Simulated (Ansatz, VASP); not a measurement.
## SiC in VASP and in Ansatz

```
Si C
1.0
     0.00000    2.15626    2.15626
     2.15626    0.00000    2.15626
     2.24538    2.24538   -0.08913
Si C
1 1
Direct
  0.00000 0.00000 0.00000
  0.75000 0.75000 0.75000
```

Alike in both runs: task single point; functional PBEsol; k mesh 12 × 12 × 12; occupations gaussian, width 0.05 eV; no spin polarisation.

|  | VASP | Ansatz |
| --- | --- | --- |
| version | VASP 6.6.1 | Ansatz 0.2.0 |
| potentials or method | VASP PAW PBE potentials, release 64 (Si, C), cutoff 520 eV | scalar-relativistic, plane waves, PAW |
| valence electrons in the cell | 8 | 8 |

|  | VASP | Ansatz | Ansatz less VASP |
| --- | --- | --- | --- |
| gap on the k mesh at the Fermi level (eV) | 1.08 | 1.09 | +0.012 |
| least direct gap on the mesh (eV) | 4.05 | 4.07 | +0.015 |
| pressure (GPa) | -4.8 | -5.2 | -0.34 |
| traceless stress, the component that is largest in VASP (GPa) | -9.71 | -9.63 | +0.078 |
| rms of the force components (eV/Å) | 0.190 | 0.186 | -0.0045 |

VASP's potentials were made for PBE, not for PBEsol, and Ansatz warns of the same on its side. Atom by atom the forces differ by 0.004 eV/Å (rms over components).
